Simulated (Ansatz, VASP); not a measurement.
Two plane-wave programs on SbW

```
W Sb
1.0
     0.00000    3.07401    3.07401
     3.07401    0.00000    3.07401
     3.07401    3.07401    0.00000
W Sb
1 1
Direct
  0.00000 0.00000 0.00000
  0.25000 0.25000 0.25000
```

Alike in both runs: task single point; functional r2SCAN; k mesh 10 × 10 × 10; occupations gaussian, width 0.05 eV; no spin polarisation.

```csv
,VASP,Ansatz
version,VASP 6.6.1,Ansatz 0.2.0
potentials or method,"VASP PAW PBE potentials, release 64 (W_sv, Sb), cutoff 520 eV","scalar-relativistic, plane waves, PAW"
valence electrons in the cell,19,29
```

Ansatz gave:

* gap on the k mesh at the Fermi level (eV): none
* pressure (GPa): -1.8

Task: Which values does VASP return?

Result: gap on the k mesh at the Fermi level (eV): none; pressure (GPa): -1.7.

VASP's potentials were made for PBE, not for r2SCAN. A gap of «none» marks a metal or a gap that the smearing closes. VASP's potentials hold 19 valence electrons a cell and Ansatz's 29, so a difference there can come from the potentials and not from the codes.

Neither program's run includes spin-orbit coupling.
